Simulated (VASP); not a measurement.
Input of a VASP 6.6.1 run:

POSCAR

```
MgPd5
1.0
    4.8128330502      0.0000000000      0.0000000000
   -2.4064165251      4.1680356857      0.0000000000
    0.0000000000      0.0000000000      4.5242695071
Mg Pd
1 5
Direct
    0.0000000000      0.0000000000      0.5000000000
    0.6642583714      0.6642583714      0.0000000000
    0.3333333333      0.6666666667      0.5000000000
    0.0000000000      0.3357416286      0.0000000000
    0.3357416286      0.0000000000      0.0000000000
    0.6666666667      0.3333333333      0.5000000000
```

File INCAR.step1:

```
  PREC = Accurate
  ENCUT = 520
  ISMEAR = 0
  SIGMA = 0.1
  LREAL = F
  LASPH = T
  NELM = 100
  NBANDS = 35
  GGA = PE
  ALGO = Normal
  EDIFF = 1E-4
  LWAVE = T
  LCHARG = F
```

File INCAR.step2:

```
  PREC = Accurate
  ENCUT = 520
  EDIFF = 1E-6
  ISMEAR = 0
  SIGMA = 0.1
  LREAL = F
  LASPH = T
  NELM = 100
  ALGO = Normal
  ISIF = 2
  LWAVE = F
  LCHARG = F
  METAGGA = R2SCAN
  LMIXTAU = T
  NBANDS = 35
  ISTART = 1
```

File KPOINTS:

```
Automatic mesh
0
Gamma
  9 9 8
```

Potentials or basis: VASP PAW PBE potentials, release 64 (Mg, Pd).

Command:

```sh
$ cat potpaw_PBE.64/Mg/POTCAR potpaw_PBE.64/Pd/POTCAR > POTCAR
$ cp INCAR.step1 INCAR
$ mpirun -np 1 vasp_std > vasp.out
$ cp INCAR.step2 INCAR
$ mpirun -np 1 vasp_std > vasp.out
```

Question: What does it give for the pressure?

Answer: 0.4 GPa.

Question: What does it give for the largest force?

Answer: 0.010 eV/Å.

Forces in eV/Å, atoms in the order of the input:
```
Mg   0.000  0.000  0.000
Pd   0.005  0.009  0.000
Pd   0.000  0.000  0.000
Pd   0.005 -0.009  0.000
Pd  -0.010  0.000  0.000
Pd   0.000  0.000  0.000
```

Caveat: the PAW data sets were made with another functional, which shifts forces and pressure a little.
